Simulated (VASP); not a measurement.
A run of VASP 6.6.1 is set up as follows.

Contents of INCAR:

```
  ALGO = Normal
  EDIFF = 1E-6
  ENCUT = 520
  GGA = PS
  ISIF = 2
  ISMEAR = 0
  LASPH = True
  LCHARG = False
  LREAL = False
  LWAVE = False
  NBANDS = 16
  NELM = 80
  PREC = Accurate
  SIGMA = 0.15
```

KPOINTS

```
k-points
0
Gamma
  14 14 14
```

The input POSCAR:

```
InAs
1.0
    0.0000000000      3.1752000000      3.0240000000
    3.1752000000      0.0000000000      3.0240000000
    3.1752000000      3.1752000000      0.0000000000
In As
1 1
Direct
    0.0000000000      0.0000000000      0.0000000000
    0.7500000000      0.7500000000      0.7500000000
```

Potentials or basis: VASP PAW PBE potentials, release 64 (In_d, As).

Run with:

```console
$ cat potpaw_PBE.64/In_d/POTCAR potpaw_PBE.64/As/POTCAR > POTCAR
$ mpirun -np 1 vasp_std > vasp.out
```

(1) Estimate the band gap on the k mesh.

(2) What does it give for the pressure?

## Answers

(1) 0.13 eV (least direct gap 0.20 eV).

(2) -3.6 GPa.

Caveat: the cell differs from its parent crystal (strain +0.050 along x and y, +0.000 along z); the cell stands under tension; the smearing spreads over this small gap; semilocal functionals underestimate gaps, and a narrow one can read as zero; the PAW data sets were made with another functional, which shifts forces and pressure a little; spin-orbit coupling is left out, which moves the levels of the heavy elements.
